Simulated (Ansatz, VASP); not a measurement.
# One calculation of Zn, two programs

Contents of INCAR:

```
SYSTEM = Zn
PREC = Accurate
ENCUT = 520
EDIFF = 1E-7
ISMEAR = -1
SIGMA = 0.3
LREAL = .FALSE.
LASPH = .TRUE.
NELM = 80
ALGO = Normal
ISIF = 2
LWAVE = .FALSE.
LCHARG = .TRUE.
GGA = PS
IVDW = 12
LELF = .TRUE.
LVHAR = .TRUE.
NBANDS = 12
```

The input KPOINTS:

```
Automatic mesh
0
G
  6 6 6
  0 0 0
```

Contents of POSCAR:

```
Zn
1.0
   -1.4996411657      1.4996411657      1.4996411657
    1.4996411657     -1.4996411657      1.4996411657
    1.4996411657      1.4996411657     -1.4996411657
Zn
1
Direct
    0.0000000000      0.0000000000      0.0000000000
```

Input for Ansatz:

```yaml
crystal:
  lattice:
    - [-1.4996411657148683, 1.4996411657148698, 1.4996411657148683]
    - [1.4996411657148687, -1.4996411657148685, 1.499641165714868]
    - [1.4996411657148683, 1.4996411657148685, -1.499641165714868]
  atoms:
    - { symbol: Zn, position: [-9.350662171161373e-19, 2.482987279264762e-19, -1.1833649450426164e-18] }
kpoints:
  mp_grid:
    grid: [6, 6, 6]
hamiltonian:
  xc: pbesol
  dispersion: d3bj
scf:
  max_iter: 150
  mixing:
    algorithm: anderson
    beta: 0.2
    ndim: 12
  occupations:
    method: fermi_dirac
    width: 0.3
output:
  forces: true
  stress: true
```

Alike in both runs: task single point; functional PBEsol; dispersion D3(BJ); k mesh 6 × 6 × 6; occupations fermi-dirac, width 0.3 eV; no spin polarisation.

|  | VASP | Ansatz |
| --- | --- | --- |
| version | VASP 6.6.1 | Ansatz 0.2.0 |
| potentials or method | VASP PAW PBE potentials, release 64 (Zn) | plane waves, PAW |
| plane-wave cutoff (eV) | 520 | 420 |
| valence electrons in the cell | 12 | 12 |

VASP gave:

```
pressure (GPa) : 2.4
```

Q: What did Ansatz give for the same quantities?

A: Pressure (GPa): 1.9.

VASP's potentials were made for PBE, not for PBEsol.

The k mesh is coarse, so the values compare programs but aren't converged.
